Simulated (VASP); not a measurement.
# Sn in VASP: notebook

The runs below take Sn through single point, with PBEsol, PBE0, HF.

Program: VASP 6.6.1. These are calculated values, not measurements. Logs are shortened: lines on timing, memory, paths and dates and some standing lists are left out, and cuts for length are marked.

### Step 1. The cell of the first run

The typed cell holds 1 atom: a = 3.341 Å, b = 3.456 Å, c = 3.393 Å, α = 119.95°, β = 115.76°, γ = 93.08°.

### Step 2. Single point, PBEsol (the cell strained at random)

File INCAR:

```
SYSTEM = Sn
PREC = Accurate
ENCUT = 520
EDIFF = 1E-6
ISMEAR = -1
SIGMA = 0.05
LREAL = .FALSE.
LASPH = .TRUE.
NELM = 80
ALGO = Fast
ISIF = 2
LWAVE = .FALSE.
LCHARG = .FALSE.
GGA = PS
NBANDS = 13
```

File KPOINTS:

```
Automatic mesh
0
G
  11 11 11
  0 0 0
```

File POSCAR:

```
Sn
1.0
   -1.6657680000      1.7656330000      2.2958090000
    1.7444190000     -1.7990580000      2.3792620000
    1.6823800000      1.8152120000     -2.3211890000
Sn
1
Direct
   -0.0049540000     -0.0116520000     -0.0033020000
```

Potentials or basis: VASP PAW PBE potentials, release 64 (Sn_d).

The run is started by

```console
> cat potpaw_PBE.64/Sn_d/POTCAR > POTCAR
> mpirun -np 1 vasp_std > vasp.out
```

OUTCAR:

```text
SYSTEM = Sn
   PREC = Accurate
   ENCUT = 520
   EDIFF = 1E-6
   ISMEAR = -1
   LREAL = .FALSE.
   LASPH = .TRUE.
   NELM = 80
   ISIF = 2
   GGA = PS

 ion  position               nearest neighbor table
   1  0.995  0.988  0.997-

  LATTYP: Found a triclinic cell.
 ALAT       =     3.3931276786
 B/A-ratio  =     3.0569137595
 C/A-ratio  =     1.0183825843
 COS(alpha) =     0.0042799747
 COS(beta)  =     0.4992437371
 COS(gamma) =     0.8358970151

  Lattice vectors:

 A1 = (  -1.6823800000,  -1.8152120000,   2.3211890000)
 A2 = (  -8.5525900000,  -5.4283650000,   2.2304230000)
 A3 = (   1.7444190000,  -1.7990580000,   2.3792620000)

Analysis of symmetry for initial positions (statically):
=====================================================================
 Subroutine PRICEL returns:
 Original cell was already a primitive cell.

 Routine SETGRP: Setting up the symmetry group for a
 triclinic supercell.

 Subroutine GETGRP returns: Found  2 space group operations
 (whereof  1 operations were pure point group operations)
 out of a pool of  2 trial point group operations.

The static configuration has the point symmetry C_1 .
 The point group associated with its full space group is S_2 .

Analysis of symmetry for dynamics (positions and initial velocities):
=====================================================================
 Subroutine PRICEL returns:
 Original cell was already a primitive cell.

 Routine SETGRP: Setting up the symmetry group for a
 triclinic supercell.

 Subroutine GETGRP returns: Found  2 space group operations
 (whereof  1 operations were pure point group operations)
 out of a pool of  2 trial point group operations.

The dynamic configuration has the point symmetry C_1 .
 The point group associated with its full space group is S_2 .

 Subroutine INISYM returns: Found  2 space group operations
 (whereof  1 operations are pure point group operations),
 and found     1 'primitive' translations

----------------------------------------------------------------------------------------

                                     Primitive cell

  volume of cell :      28.6732

  direct lattice vectors                    reciprocal lattice vectors
    -1.665768000  1.765633000  2.295809000    -0.004984138  0.280817705  0.215992086
     1.744419000 -1.799058000  2.379262000     0.288274102  0.000144358  0.209051751
     1.682380000  1.815212000 -2.321189000     0.290556689  0.277895200 -0.002901331
[... 89 lines left out ...]
   ISYM   =      2    0-nonsym 1-usesym 2-fastsym
   POTIM  = 0.5000    time-step for ionic-motion
   TEBEG  =    0.0;   TEEND  =   0.0 temperature during run
   PSTRESS=    0.0 pullay stress
   NELECT =      14.0000    total number of electrons
   NUPDOWN=      -1.0000    fix difference up-down
   EMIN   =  10.00;   EMAX   =-10.00  energy-range for DOS
   EFERMI =   0.00;   METHOD = LEGACY
   ISMEAR =    -1;   SIGMA  =   0.05  broadening in eV -4-tet -1-fermi 0-gaus
   EFERMI_NEDOS =   21; number of points for ismear=-14 and -15
   IALGO  =     68    algorithm
   IMIX   =      4    mixing-type and parameters
     AMIX     =   0.40;   BMIX     =  1.00
     AMIX_MAG =   1.60;   BMIX_MAG =  1.00
  volume/ion in A,a.u.               =      28.67       193.50
  Fermi-wavevector in a.u.,A,eV,Ry     =   1.289116  2.436076 22.610435  1.661820
  Thomas-Fermi vector in A             =   2.421028
   LORBIT       =      0    0 simple, 1 ext, 2 COOP (PROOUT), +10 PAW based schemes
   GGA     = PS    functional components
   LHFCALC =     F    Hartree Fock is set to
   AEXX    =    0.0000 exact exchange contribution
   IVDW    =     0    specifies the selected vdW correction
   LEPSILON=     F    determine dielectric tensor
   LRPA    =     F    only Hartree local field effects (RPA)
 non-spin polarized calculation
 RMM-DIIS sequential band-by-band and
  energy-cutoff  :      520.00
  volume of cell :       28.67
 maximum number of plane-waves:       789
 NGX is ok and might be reduce to    28
   NGX = 13   NGY = 13   NGZ = 13

 number of electron      14.0000001 magnetization

 Free energy of the ion-electron system (eV)
  ---------------------------------------------------
  ext. energy  EPLUGINS =         0.00000000
  ---------------------------------------------------
  free energy    TOTEN  =        -4.20824825 eV

  energy without entropy =       -4.20433693  energy(sigma->0) =       -4.20629259

 E-fermi :   7.3510     XC(G=0): -10.2522

 val. band max:        7.3466238721   @ k =   0.2727  -0.3636   0.3636
 cond. band min:       7.3566727418   @ k =  -0.2727  -0.0909   0.3636
 fundamental gap:      0.0100488696
 Fermi energy:         7.3510182210

 k-point     1 :       0.0000    0.0000    0.0000
  band No.  band energies     occupation
      1     -14.1061      2.00000
      2     -14.0849      2.00000
      3     -14.0608      2.00000
      4     -14.0329      2.00000
      5     -13.9973      2.00000
      6      -3.4273      2.00000
      7      14.0925      0.00000
      8      14.4424      0.00000
      9      15.1469      0.00000
     10      18.1233      0.00000
     11      18.2219      0.00000
     12      18.7927      0.00000
     13      19.3247      0.00000
[... 354 lines left out ...]
  band No.  band energies     occupation
      1     -14.1023      2.00000
      2     -14.0608      2.00000
      3     -14.0287      2.00000
      4     -13.9953      2.00000
      5     -13.9447      2.00000
      6       0.0112      2.00000
      7       4.9987      2.00000
      8       9.8595      0.00000
      9      11.6028      0.00000
     10      14.7983      0.00000
     11      19.5249      0.00000
     12      20.8087      0.00000
     13      21.8803      0.00000

 [... further k-points ...]

------------------------ aborting loop because EDIFF is reached ----------------------------------------

  FORCE on cell =-STRESS in cart. coord.  units (eV):
  Direction    XX          YY          ZZ          XY          YZ          ZX
  --------------------------------------------------------------------------------------
  -------------------------------------------------------------------------------------
  Total       -0.4910237     -0.8038940     -0.6166673     -0.0027120      0.0278482     -0.1032735
  in kB      -27.4369915    -44.9192838    -34.4575969     -0.1515398      1.5560761     -5.7706286
  external PRESSURE =     -35.6046240 kB  Pullay stress =       0.0000000 kB

 VOLUME and BASIS-vectors are now :
 -----------------------------------------------------------------------------
  energy-cutoff  :      520.00
  volume of cell :       28.67
      direct lattice vectors                 reciprocal lattice vectors
    -1.665768000  1.765633000  2.295809000    -0.004984138  0.280817705  0.215992086
     1.744419000 -1.799058000  2.379262000     0.288274102  0.000144358  0.209051751
     1.682380000  1.815212000 -2.321189000     0.290556689  0.277895200 -0.002901331

 POSITION                                       TOTAL-FORCE (eV/Angst)
 -----------------------------------------------------------------------------------
      1.74340      1.78801      2.32245         0.000000      0.000000     -0.000000
 -----------------------------------------------------------------------------------
    total drift:                               -0.000004      0.000025      0.000024

  FREE ENERGIE OF THE ION-ELECTRON SYSTEM (eV)
  ---------------------------------------------------
  free  energy   TOTEN  =        -4.2082482497 eV

  energy  without entropy=       -4.2043369324  energy(sigma->0) =       -4.20629259
```

OSZICAR:

```text
N       E                     dE             d eps       ncg     rms          rms(c)
DAV:   1     0.806262393041E+02    0.80626E+02   -0.71626E+03 17839   0.157E+03
DAV:   2     0.154480499018E+01   -0.79081E+02   -0.76524E+02 18406   0.339E+02
DAV:   3    -0.410435485122E+01   -0.56492E+01   -0.56265E+01 20652   0.738E+01
DAV:   4    -0.422241587554E+01   -0.11806E+00   -0.11804E+00 20947   0.115E+01
DAV:   5    -0.422646215628E+01   -0.40463E-02   -0.40462E-02 22814   0.207E+00    0.121E+00
RMM:   6    -0.421241966364E+01    0.14042E-01   -0.13635E-02 21925   0.153E+00    0.678E-01
RMM:   7    -0.420839582490E+01    0.40238E-02   -0.95200E-03 21911   0.114E+00    0.107E-01
RMM:   8    -0.420820836602E+01    0.18746E-03   -0.85865E-04 24082   0.438E-01    0.267E-02
RMM:   9    -0.420824532093E+01   -0.36955E-04   -0.37541E-04 26968   0.179E-01    0.232E-02
RMM:  10    -0.420824584939E+01   -0.52846E-06   -0.58995E-05 23266   0.113E-01    0.448E-03
RMM:  11    -0.420824779315E+01   -0.19438E-05   -0.32419E-05 28128   0.556E-02    0.733E-03
RMM:  12    -0.420824824973E+01   -0.45658E-06   -0.31581E-06 17978   0.177E-02
   1 F= -.42082482E+01 E0= -.42062926E+01  d E =-.391132E-02
```

It took 3.3 min on 1 thread of Intel Xeon Platinum 8559C (Emerald Rapids), shared host; peak memory 0.34 GiB.

Results:

| Property | Result |
| --- | --- |
| Free energy | -4.2082 eV |
| Pressure | -3.6 GPa |
| Band gap on the k mesh | zero (bands 7 and 8 overlap by 8.57 eV) |

Stress tensor (GPa, compression positive):
```
-2.74 -0.02 -0.58
-0.02 -4.49  0.16
-0.58  0.16 -3.45
```

Levels at points of the mesh, in eV from the Fermi level:
```tsv
k point	band 3	band 4	band 5	band 6	band 7	band 8	band 9	band 10	band 11	band 12
(0.00, 0.00, 0.00)	-21.41	-21.38	-21.35	-10.78	6.74	7.09	7.80	10.77	10.87	11.44
```

Caveat: the cell differs from its parent crystal (the cell strained at random); the cell stands under tension; the PAW data sets were made with another functional, which shifts forces and pressure a little; spin-orbit coupling is left out, which moves the levels of the heavy elements.

### Step 3. Single point, PBE0

This run uses another cell than the first one, of 27.29 Å³/atom.

File POSCAR:

```
Sn
1.0
   -1.6473095418      1.9730834959      2.0993708790
    1.6473095418     -1.9730834959      2.0993708790
    1.6473095418      1.9730834959     -2.0993708790
Sn
1
Direct
    0.0000000000      0.0000000000      0.0000000000
```

File INCAR.step1:

```
PREC = Accurate ; ENCUT = 400
EDIFF = 1E-5 ; ISMEAR = -1
SIGMA = 0.05 ; LREAL = False
LASPH = True ; NELM = 120
ALGO = Normal ; ISIF = 2
LWAVE = True ; LCHARG = False
GGA = PE ; NBANDS = 13
GGA_COMPAT = False
```

File INCAR.step2:

```
PREC = Accurate ; ENCUT = 400
EDIFF = 1E-6 ; ISMEAR = -1
SIGMA = 0.05 ; LREAL = False
LASPH = True ; NELM = 120
ALGO = Normal ; ISIF = 2
LWAVE = False ; LCHARG = False
GGA = PE ; LHFCALC = True
AEXX = 0.25 ; PRECFOCK = Normal
ISTART = 1 ; NBANDS = 13
GGA_COMPAT = False
```

File KPOINTS:

```
Automatic mesh
0
Gamma
  6 6 6
```

Potentials or basis: VASP PAW PBE potentials, release 64 (Sn_d).

The run is started by

```console
> cat potpaw_PBE.64/Sn_d/POTCAR > POTCAR
> cp INCAR.step1 INCAR
> mpirun -np 1 vasp_std > vasp.out
> cp INCAR.step2 INCAR
> mpirun -np 1 vasp_std > vasp.out
```

Run time: 33 min. Hardware: 1 thread of Intel Xeon Platinum 8488C (Sapphire Rapids), shared host; peak memory 0.15 GiB.

Results (log left out):

* Free energy: -4.7987 eV
* Pressure: -0.2 GPa
* Band gap on the k mesh: zero (bands 7 and 8 overlap by 10.27 eV)

Levels at points of the mesh, in eV from the Fermi level:
```tsv
k point	band 3	band 4	band 5	band 6	band 7	band 8	band 9	band 10	band 11	band 12
(0.00, 0.00, 0.00)	-24.56	-24.55	-24.44	-13.22	7.47	7.63	10.49	10.93	12.07	13.09
(0.50, 0.00, 0.00)	-24.53	-24.48	-24.40	-8.93	-6.14	6.75	8.69	11.37	11.90	12.25
(0.00, 0.50, 0.00)	-24.49	-24.41	-24.40	-7.27	-5.60	3.92	5.35	8.24	8.36	13.49
(0.50, 0.50, 0.00)	-24.47	-24.41	-24.39	-6.93	-5.39	3.18	4.38	7.32	7.46	15.80
(0.50, 0.50, 0.50)	-24.42	-24.41	-24.38	-4.45	-3.09	-2.02	3.18	3.32	6.80	20.27
```

Caveat: the k points lie up to 0.40 Å⁻¹ apart, too coarse for converged energies and pressures of a metal; the PAW data sets were made with another functional, which shifts forces and pressure a little; spin-orbit coupling is left out, which moves the levels of the heavy elements.

### Step 4. Single point, HF

This run uses another cell than the first one, of 31.00 Å³/atom.

File POSCAR:

```
Sn
1.0
   -1.7626087671      1.8925370107      2.3231222937
    1.7626087671     -1.8925370107      2.3231222937
    1.7626087671      1.8925370107     -2.3231222937
Sn
1
Direct
    0.0000000000      0.0000000000      0.0000000000
```

File INCAR.step1:

```
SYSTEM = Sn
ALGO = Normal
EDIFF = 1E-5
ENCUT = 400
GGA = PE
GGA_COMPAT = .FALSE.
ISIF = 2
ISMEAR = -1
LASPH = .TRUE.
LCHARG = .FALSE.
LREAL = .FALSE.
LWAVE = .TRUE.
NBANDS = 13
NELM = 120
PREC = Accurate
SIGMA = 0.05
```

File INCAR.step2:

```
SYSTEM = Sn
AEXX = 1.0
AGGAC = 0.0
ALDAC = 0.0
ALGO = Normal
EDIFF = 1E-6
ENCUT = 400
GGA = PE
GGA_COMPAT = .FALSE.
ISIF = 2
ISMEAR = -1
ISTART = 1
LASPH = .TRUE.
LCHARG = .FALSE.
LHFCALC = .TRUE.
LREAL = .FALSE.
LWAVE = .FALSE.
NBANDS = 13
NELM = 120
PREC = Accurate
PRECFOCK = Normal
SIGMA = 0.05
```

File KPOINTS:

```
k-points
0
G
  6 6 6
  0 0 0
```

Potentials or basis: VASP PAW PBE potentials, release 64 (Sn_d).

The run is started by

```console
> cat potpaw_PBE.64/Sn_d/POTCAR > POTCAR
> cp INCAR.step1 INCAR
> mpirun -np 1 vasp_std > vasp.out
> cp INCAR.step2 INCAR
> mpirun -np 1 vasp_std > vasp.out
```

OUTCAR:

```text
SYSTEM = Sn
   AEXX = 1.0
   EDIFF = 1E-6
   ENCUT = 400
   GGA = PE
   ISIF = 2
   ISMEAR = -1
   ISTART = 1
   LASPH = .TRUE.
   LHFCALC = .TRUE.
   LREAL = .FALSE.
   NELM = 120
   PREC = Accurate
   PRECFOCK = Normal

 ion  position               nearest neighbor table
   1  0.000  0.000  0.000-

  LATTYP: Found a body centered orthorhombic cell.
 ALAT       =     3.5252175342
 B/A-ratio  =     1.0737136034
 C/A-ratio  =     1.3180022346

  Lattice vectors:

 A1 = (  -1.7626087671,   1.8925370107,   2.3231222937)
 A2 = (   1.7626087671,  -1.8925370107,   2.3231222937)
 A3 = (   1.7626087671,   1.8925370107,  -2.3231222937)

Analysis of symmetry for initial positions (statically):
=====================================================================
 Subroutine PRICEL returns:
 Original cell was already a primitive cell.

 Routine SETGRP: Setting up the symmetry group for a
 body centered orthorhombic supercell.

 Subroutine GETGRP returns: Found  8 space group operations
 (whereof  8 operations were pure point group operations)
 out of a pool of  8 trial point group operations.

[... 177 lines left out ...]
      1     -24.4822      2.00000
      2     -24.4563      2.00000
      3     -24.4361      2.00000
      4     -24.4286      2.00000
      5     -24.3591      2.00000
      6      -9.3252      2.00000
      7      18.5543      0.00000
      8      18.8521      0.00000
      9      20.0644      0.00000
     10      22.5216      0.00000
     11      23.3061      0.00000
     12      23.4355      0.00000
     13      24.3870      0.00000
[... 354 lines left out ...]
  band No.  band energies     occupation
      1     -24.4699      2.00000
      2     -24.4421      2.00000
      3     -24.3873      2.00000
      4     -24.3821      2.00000
      5     -24.3469      2.00000
      6      -1.6183      2.00000
      7       2.2629      2.00000
      8       6.6306      2.00000
      9      10.7650      0.00000
     10      23.2487      0.00000
     11      25.2784      0.00000
     12      27.7634      0.00000
     13      27.9438      0.00000

 [... further k-points ...]

------------------------ aborting loop because EDIFF is reached ----------------------------------------

  FORCE on cell =-STRESS in cart. coord.  units (eV):
  Direction    XX          YY          ZZ          XY          YZ          ZX
  --------------------------------------------------------------------------------------
  -------------------------------------------------------------------------------------
  Total       -0.5408976      0.4847488     -0.1996866     -0.0000000      0.0000000      0.0000000
  in kB      -27.9571715     25.0550303    -10.3211249     -0.0000000      0.0000000      0.0000000
  external PRESSURE =      -4.4077554 kB  Pullay stress =       0.0000000 kB

 VOLUME and BASIS-vectors are now :
 -----------------------------------------------------------------------------
  energy-cutoff  :      400.00
  volume of cell :       31.00
      direct lattice vectors                 reciprocal lattice vectors
    -1.762608767  1.892537011  2.323122294     0.000000000  0.264195626  0.215227585
     1.762608767 -1.892537011  2.323122294     0.283670437  0.000000000  0.215227585
     1.762608767  1.892537011 -2.323122294     0.283670437  0.264195626  0.000000000

 POSITION                                       TOTAL-FORCE (eV/Angst)
 -----------------------------------------------------------------------------------
      0.00000      0.00000      0.00000         0.000000      0.000000      0.000000
 -----------------------------------------------------------------------------------
    total drift:                               -0.000000     -0.000009      0.000000

  FREE ENERGIE OF THE ION-ELECTRON SYSTEM (eV)
  ---------------------------------------------------
  free  energy   TOTEN  =        -6.4476600271 eV

  energy  without entropy=       -6.4452097903  energy(sigma->0) =       -6.44643491
```

OUTCAR.step1:

```text
SYSTEM = Sn
   EDIFF = 1E-5
   ENCUT = 400
   GGA = PE
   ISIF = 2
   ISMEAR = -1
   LASPH = .TRUE.
[... 603 lines left out ...]
 -----------------------------------------------------------------------------------
      0.00000      0.00000      0.00000         0.000000      0.000000      0.000000
 -----------------------------------------------------------------------------------
    total drift:                               -0.000000      0.000000      0.000000

  FREE ENERGIE OF THE ION-ELECTRON SYSTEM (eV)
  ---------------------------------------------------
  free  energy   TOTEN  =        -3.6779810283 eV

  energy  without entropy=       -3.6680025691  energy(sigma->0) =       -3.67299180
```

OSZICAR.step1:

```text
N       E                     dE             d eps       ncg     rms          rms(c)
DAV:   1     0.741786758122E+02    0.74179E+02   -0.62471E+03  1231   0.131E+03
DAV:   2     0.153598450506E+01   -0.72643E+02   -0.70720E+02  1286   0.299E+02
DAV:   3    -0.356842997456E+01   -0.51044E+01   -0.50876E+01  1421   0.682E+01
DAV:   4    -0.368224280398E+01   -0.11381E+00   -0.11380E+00  1462   0.111E+01
DAV:   5    -0.368628640848E+01   -0.40436E-02   -0.40435E-02  1587   0.199E+00    0.103E+00
DAV:   6    -0.367984018782E+01    0.64462E-02   -0.86832E-03  1575   0.145E+00    0.571E-01
DAV:   7    -0.367803334546E+01    0.18068E-02   -0.58291E-03  1521   0.114E+00    0.795E-02
DAV:   8    -0.367798152380E+01    0.51822E-04   -0.63474E-04  1471   0.417E-01    0.214E-02
DAV:   9    -0.367798102829E+01    0.49551E-06   -0.91841E-06  1026   0.437E-02
   1 F= -.36779810E+01 E0= -.36729918E+01  d E =-.997846E-02
```

Run time: 68 min. Hardware: 1 thread of Intel Xeon Platinum 8259CL at 2.50GHz (Skylake/Cascade Lake), shared host; peak memory 0.15 GiB.

What came out:

```yaml
Free_energy: -6.4477 eV
Pressure: -0.4 GPa
Band_gap_on_the_k_mesh: zero (bands 7 and 8 overlap by 14.52 eV)
```

Caveat: the k points lie up to 0.37 Å⁻¹ apart, too coarse for converged energies and pressures of a metal; the PAW data sets were made with another functional, which shifts forces and pressure a little; spin-orbit coupling is left out, which moves the levels of the heavy elements.

### Step 5. Summary

```csv
level,cell,k mesh,cutoff (eV),grid for exact exchange (PRECFOCK),share of exact exchange,gap on the mesh (eV),pressure (GPa)
PBEsol,"a = 3.341, b = 3.456, c = 3.393 Å, angles 119.9, 115.8, 93.1°, 1 atom",11 × 11 × 11,520,-,-,none,-3.6
PBE0,"a = 3.319 Å, angles 120.5, 107.0, 101.5°, 1 atom",6 × 6 × 6,400,Normal,0.25,none,-0.2
HF,"a = 3.476 Å, angles 119.1, 114.0, 96.1°, 1 atom",6 × 6 × 6,400,Normal,1,none,-0.4
```

Alike in all rows: task single point; potentials or basis VASP PAW PBE potentials, release 64 (Sn_d); no spin polarisation; smearing fermi-dirac 0.05 eV.

Caveats: some runs use coarse meshes; the PAW data sets were made with another functional, which shifts forces and pressure a little; spin-orbit coupling is left out, which moves the levels of the heavy elements; the cell stands under tension (at least some runs).

Absolute energies hang on the potentials; compare differences alone.
